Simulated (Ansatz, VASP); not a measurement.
Two plane-wave programs on Be2C

```
Be C
1.0
     0.00000    2.17250    2.17250
     2.17250    0.00000    2.17250
     2.17250    2.17250    0.00000
Be C
2 1
Direct
  0.25000 0.25000 0.25000
  0.75000 0.75000 0.75000
  0.00000 0.00000 0.00000
```

Alike in both runs: task single point; functional PBEsol; k mesh 7 × 7 × 7; no spin polarisation.

|  | VASP | Ansatz |
| --- | --- | --- |
| version | VASP 6.6.1 | Ansatz 0.2.0 |
| potentials or method | VASP PAW PBE potentials, release 64 (Be, C), cutoff 600 eV | PAW plane waves |
| occupations | methfessel-paxton of order 1, width 0.0165 eV | cold, width 0.0165 eV |
| valence electrons in the cell | 8 | 8 |

```tsv
	VASP	Ansatz	Ansatz less VASP
gap on the k mesh at the Fermi level (eV)	1.29	1.30	+0.012
pressure (GPa)	-4.2	-4.7	-0.54
```

VASP's potentials were made for PBE, not for PBEsol.
